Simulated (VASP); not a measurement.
# AgI2 in VASP: a series of runs, part 3 of 3

VASP 6.6.1. Earlier steps stand in the parts before.

## (6) Single point, PBE+D3(BJ)

This run uses another cell than the first one, of 99.21 Å³/atom, 2.437 times its volume.

File INCAR:

```
  PREC = Accurate
  ENCUT = 520
  EDIFF = 1E-6
  ISMEAR = 0
  SIGMA = 0.1
  LREAL = False
  LASPH = True
  NELM = 100
  ALGO = Normal
  ISIF = 2
  LWAVE = False
  LCHARG = False
  LDIPOL = True
  IDIPOL = 3
  DIPOL = 0.5 0.5 0.269
  GGA = PE
  IVDW = 12
  NBANDS = 34
```

File KPOINTS:

```
Automatic mesh
0
Gamma
  12 12 1
```

File POSCAR:

```
AgI2
1.0
    3.8466080944     -0.0000003504      0.0000000000
   -1.9233037438      3.3312605033      0.0000000000
    0.0000000000      0.0000000000     46.4559527491
Ag I
2 4
Direct
    1.0000000000      0.0000000000      0.1897289400
    0.0000000000      1.0000000000      0.3481282833
    0.3333333333      0.6666666667      0.1470111161
    0.3333333333      0.6666666667      0.2321637600
    0.6666666667      0.3333333333      0.3056934632
    0.6666666667      0.3333333333      0.3908461071
```

Potentials or basis: VASP PAW PBE potentials, release 64 (Ag, I).

On the command line:

```
cat potpaw_PBE.64/Ag/POTCAR potpaw_PBE.64/I/POTCAR > POTCAR
mpirun -np 1 vasp_std > vasp.out
```

OUTCAR:

```text
PREC = Accurate
   ENCUT = 520
   EDIFF = 1E-6
   ISMEAR = 0
   LREAL = False
   LASPH = True
   NELM = 100
   ISIF = 2
   GGA = PE
   IVDW = 12
 IVDW          = 12

 ion  position               nearest neighbor table
   1  0.000  0.000  0.190-   4 2.97   4 2.97   4 2.97   3 2.98   3 2.98   3 2.98
   2  0.000  0.000  0.348-   5 2.97   5 2.97   5 2.97   6 2.98   6 2.98   6 2.98
   3  0.333  0.667  0.147-   1 2.98   1 2.98   1 2.98
   4  0.333  0.667  0.232-   1 2.97   1 2.97   1 2.97
   5  0.667  0.333  0.306-   2 2.97   2 2.97   2 2.97
   6  0.667  0.333  0.391-   2 2.98   2 2.98   2 2.98

  LATTYP: Found a hexagonal cell.
 ALAT       =     3.8466080944
 C/A-ratio  =    12.0771213519

  Lattice vectors:

 A1 = (   3.8466080944,  -0.0000003504,   0.0000000000)
 A2 = (  -1.9233037438,   3.3312605033,   0.0000000000)
 A3 = (   0.0000000000,   0.0000000000,  46.4559527491)

Analysis of symmetry for initial positions (statically):
=====================================================================
 Subroutine PRICEL returns:
 Original cell was already a primitive cell.

 Routine SETGRP: Setting up the symmetry group for a
 hexagonal supercell.

 Subroutine GETGRP returns: Found 12 space group operations
 (whereof  6 operations were pure point group operations)
 out of a pool of 24 trial point group operations.

The static configuration has the point symmetry C_3v.
 The point group associated with its full space group is D_3d.

Analysis of symmetry for dynamics (positions and initial velocities):
=====================================================================
 Subroutine PRICEL returns:
 Original cell was already a primitive cell.

 Routine SETGRP: Setting up the symmetry group for a
 hexagonal supercell.

 Subroutine GETGRP returns: Found 12 space group operations
 (whereof  6 operations were pure point group operations)
 out of a pool of 24 trial point group operations.

The dynamic configuration has the point symmetry C_3v.
 The point group associated with its full space group is D_3d.

 Subroutine INISYM returns: Found 12 space group operations
 (whereof  6 operations are pure point group operations),
[... 129 lines left out ...]
 non-spin polarized calculation
 Gauss-broadening in eV      SIGMA  =   0.10
  energy-cutoff  :      520.00
  volume of cell :      595.29
 maximum number of plane-waves:     16143
 NGX is ok and might be reduce to    30
   NGX = 15   NGY = 15   NGZ =173

 dipolmoment           0.000000      0.000000     -0.000000 electrons x Angstroem

 number of electron      50.0000006 magnetization

 dipolmoment           0.000000      0.000000      0.000000 electrons x Angstroem

 Free energy of the ion-electron system (eV)
  ---------------------------------------------------
  ext. energy  EPLUGINS =         0.00000000
  ---------------------------------------------------
  free energy    TOTEN  =       -11.24255369 eV

  energy without entropy =      -11.19683671  energy(sigma->0) =      -11.21969520

 E-fermi :  -2.6154     XC(G=0):  -3.1662

 val. band max:       -2.6220586292   @ k =   0.3333   0.0000   0.0000
 cond. band min:      -2.6003773095   @ k =   0.0833   0.0000   0.0000
 fundamental gap:      0.0216813198
 Fermi energy:        -2.6154432429

 k-point     1 :       0.0000    0.0000    0.0000
  band No.  band energies     occupation
      1     -15.4476      2.00000
      2     -15.3077      2.00000
      3     -15.1012      2.00000
      4     -14.9719      2.00000
      5      -7.1958      2.00000
      6      -6.8388      2.00000
[... 692 lines left out ...]
     33       4.6544      0.00000
     34       5.1289      0.00000

------------------------ aborting loop because EDIFF is reached ----------------------------------------

 vacuum level on the upper side and lower side of the slab       (xc-potential included)        -0.006        -0.006

 Edisp (eV)   -2.02172

 E8    (eV) :    -0.9237

  FORCE on cell =-STRESS in cart. coord.  units (eV):
  Direction    XX          YY          ZZ          XY          YZ          ZX
  --------------------------------------------------------------------------------------
  -------------------------------------------------------------------------------------
  Total       0.11659     0.11659     0.26901    -0.00000    -0.00000     0.00000
  in kB       0.31379     0.31379     0.72401    -0.00000    -0.00000     0.00000
  external pressure =        0.45 kB  Pullay stress =        0.00 kB

 VOLUME and BASIS-vectors are now :
 -----------------------------------------------------------------------------
  energy-cutoff  :      520.00
  volume of cell :      595.29
      direct lattice vectors                 reciprocal lattice vectors
     3.846608094 -0.000000350  0.000000000     0.259969310  0.150093320  0.000000000
    -1.923303744  3.331260503  0.000000000     0.000000027  0.300186687  0.000000000
     0.000000000  0.000000000 46.455952749     0.000000000  0.000000000  0.021525767

 POSITION                                       TOTAL-FORCE (eV/Angst)
 -----------------------------------------------------------------------------------
      0.00000      0.00000      8.81404        -0.000000      0.000000     -0.003814
      0.00000      0.00000     16.17263         0.000000     -0.000000      0.003814
      0.00000      2.22084      6.82954         0.000000     -0.000000     -0.023710
      0.00000      2.22084     10.78539        -0.000000      0.000000      0.000259
      1.92330      1.11042     14.20128         0.000000      0.000000     -0.000259
      1.92330      1.11042     18.15713        -0.000000      0.000000      0.023710
 -----------------------------------------------------------------------------------
    total drift:                               -0.000000      0.000000     -0.000075

  FREE ENERGIE OF THE ION-ELECTRON SYSTEM (eV)
  ---------------------------------------------------
  free  energy   TOTEN  =       -13.2642751565 eV

  energy  without entropy=      -13.2185581730  energy(sigma->0) =      -13.24141666

 vacuum level on the upper side and lower side of the slab         3.191         3.191
```

OSZICAR:

```text
N       E                     dE             d eps       ncg     rms          rms(c)
DAV:   1     0.370296560767E+03    0.37030E+03   -0.16508E+04  1292   0.108E+03
DAV:   2     0.279535186142E+02   -0.34234E+03   -0.32428E+03  1874   0.199E+02
DAV:   3    -0.104191480549E+02   -0.38373E+02   -0.37776E+02  1410   0.690E+01
DAV:   4    -0.116419520094E+02   -0.12228E+01   -0.12159E+01  1642   0.141E+01
[... 14 lines left out ...]
DAV:  19    -0.112425579357E+02    0.70283E-05   -0.68569E-06  1522   0.132E-02    0.854E-02
DAV:  20    -0.112425539560E+02    0.39797E-05   -0.65218E-06  1496   0.885E-03    0.604E-02
DAV:  21    -0.112425519028E+02    0.20531E-05   -0.28244E-06  1246   0.789E-03    0.334E-02
DAV:  22    -0.112425529577E+02   -0.10549E-05   -0.80713E-06  1472   0.124E-02    0.101E-02
DAV:  23    -0.112425536914E+02   -0.73360E-06   -0.15957E-06  1008   0.544E-03
   1 F= -.13264275E+02 E0= -.13241417E+02  d E =-.457170E-01
```

It took 15 min on 1 thread of Oxide Virtual Turin-like, shared host; peak memory 0.78 GiB.

What came out:

```yaml
Free_energy: -13.2643 eV
Largest_force: 0.024 eV/Å
Band_gap_on_the_k_mesh: zero (band 25 reaches -2.20 eV, above the bottom of band 26 at -2.76 eV)
Dispersion_energy_per_atom: -0.337 eV
```

Forces on the atoms (eV/Å):
```
Ag   0.000  0.000 -0.004
Ag   0.000  0.000  0.004
I    0.000  0.000 -0.024
I    0.000  0.000  0.000
I    0.000  0.000  0.000
I    0.000  0.000  0.024
```

Caveat: spin-orbit coupling is left out, which moves the levels of the heavy elements.

## (7) The runs side by side

```tsv
cell	k mesh	gap on the mesh (eV)	largest force (eV/Å)
a = 3.359, b = 3.359, c = 25.000 Å, angles 90.0, 90.0, 120.0°, 6 atoms	6 × 6 × 1	none	6.12
a = 3.888, b = 3.888, c = 43.959 Å, angles 90.0, 90.0, 120.0°, 6 atoms	6 × 6 × 1	none	0.09
a = 3.847, b = 3.847, c = 46.456 Å, angles 90.0, 90.0, 120.0°, 6 atoms	6 × 6 × 1	none	0.02
a = 3.846, b = 3.846, c = 46.456 Å, angles 90.0, 90.0, 120.0°, 6 atoms	12 × 12 × 1	none	-
a = 3.847, b = 3.847, c = 46.456 Å, angles 90.0, 90.0, 120.0°, 6 atoms	12 × 12 × 1	none	0.02
```

Some of these runs hold the atoms at other places in the same cell, which the table doesn't show; runs alike in all that it shows share one row.

Alike in all rows: task single point; level PBE+D3(BJ); potentials or basis VASP PAW PBE potentials, release 64 (Ag, I); no spin polarisation; cutoff (eV) 520; smearing gaussian 0.1 eV.

Caveats: spin-orbit coupling is left out, which moves the levels of the heavy elements.

Absolute energies hang on the potentials; compare differences alone.
